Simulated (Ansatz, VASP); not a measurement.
## BaTiO3 in VASP and in Ansatz

```
CELL_PARAMETERS angstrom
4.00600 0.00000 0.00000
0.00000 4.00600 0.00000
0.00000 0.00000 4.00600
ATOMIC_POSITIONS crystal
Ba 0.50000 0.50000 0.50000
Ti 0.00000 0.00000 0.00000
O 0.50000 0.00000 0.00000
O 0.00000 0.50000 0.00000
O 0.00000 0.00000 0.50000
```

Alike in both runs: task single point; functional PBE; k mesh 6 × 6 × 6; no spin polarisation; Hubbard terms Ti d U = 1.0 eV.

|  | VASP | Ansatz |
| --- | --- | --- |
| version | VASP 6.6.1 | Ansatz 0.2.0 |
| potentials or method | VASP PAW PBE potentials, release 64 (Ba_sv, Ti_sv, O) | plane waves, PAW |
| plane-wave cutoff (eV) | 520 | 420 |
| occupations | gaussian, width 0.01 eV | fixed |
| valence electrons in the cell | 40 | 40 |

Ansatz gave:

```
gap on the k mesh at the Fermi level (eV) : 1.90
```

Estimate VASP's values.

gap on the k mesh at the Fermi level (eV): 1.85.

The programs project onto different local orbitals, so the same U acts differently, and such runs can settle in different states.

Spin-orbit coupling is off throughout.
